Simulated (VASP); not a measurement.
A run of VASP 6.6.1 is set up as follows.

Contents of INCAR:

```
PREC = Accurate ; ENCUT = 600
EDIFF = 1E-7 ; ISMEAR = 0
SIGMA = 0.1 ; LREAL = False
LASPH = True ; NELM = 80
ALGO = Normal ; ISIF = 3
LWAVE = False ; LCHARG = False
GGA = PE ; IBRION = 2
NSW = 90 ; EDIFFG = -0.04
```

The input KPOINTS:

```
regular mesh
0
Gamma
  4 4 6
```

POSCAR

```
Si3Ge
1.0
    4.9089439048      0.0000000000      0.0000000000
    0.0000000000      4.9089439048      0.0000000000
    0.0000000000      0.0000000000      2.7116735216
Si Ge
3 1
Direct
    0.0000000000      0.5000000000      0.0000000000
    0.5000000000      0.0000000000      0.0000000000
    0.0000000000      0.0000000000      0.5000000000
    0.5000000000      0.5000000000      0.0000000000
```

Potentials or basis: VASP PAW PBE potentials, release 64 (Si, Ge_d).

Command:

```sh
$ cat potpaw_PBE.64/Si/POTCAR potpaw_PBE.64/Ge_d/POTCAR > POTCAR
$ mpirun -np 1 vasp_std > vasp.out
```

Q: What does it give for the band gap on the k mesh?

A: Zero (band 13 reaches 8.84 eV, above the bottom of band 14 at 6.59 eV).

Q: Predict the space group after relaxing (to 0.05 Å).

A: P4/mmm (No. 123).

Step by step:
```tsv
step	energy change (eV)	largest force (eV/Å)	pressure (GPa)	volume (Å³)
1	0.0000	0.0000	0.87	65.35
2	-0.1217	0.0000	-1.10	66.12
3	0.1330	0.0000	1.45	67.68
4	-0.1783	0.0000	-1.18	66.61
5	-0.1784	0.0000	-1.15	66.63
6	-0.1792	0.0000	0.63	65.38
7	-0.1810	0.0000	-0.19	65.95
8	-0.1818	0.0000	0.00	65.67
```

Caveat: the k points lie up to 0.41 Å⁻¹ apart in the final cell.
